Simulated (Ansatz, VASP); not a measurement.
# One calculation of CdS, two programs

```xyz
2
Lattice="2.8573 2.8573 0.0000 -2.8573 2.8573 0.0000 0.0000 2.8573 2.8573" Properties=species:S:1:pos:R:3 pbc="T T T"
Cd    0.0000    0.0000    0.0000
S     1.4286    4.2859    1.4286
```

Alike in both runs: task single point; functional PBEsol; k mesh 8 × 8 × 8; non-collinear spin, spin-orbit coupling.

|  | VASP | Ansatz |
| --- | --- | --- |
| version | VASP 6.6.1 | Ansatz 0.2.0 |
| potentials or method | VASP PAW PBE potentials, release 64 (Cd, S), cutoff 520 eV | all-electron LAPW |
| occupations | gaussian, width 0.01 eV | fixed |

Ansatz gave:

```
pressure (GPa)           : 4.0
net moment per atom (μB) : 0.00
```

Q: Which values does VASP return?

A: Pressure (GPa): 4.5; net moment per atom (μB): 0.00.

VASP's potentials were made for PBE, not for PBEsol. Ansatz ran all-electron here, and VASP with PAW potentials.
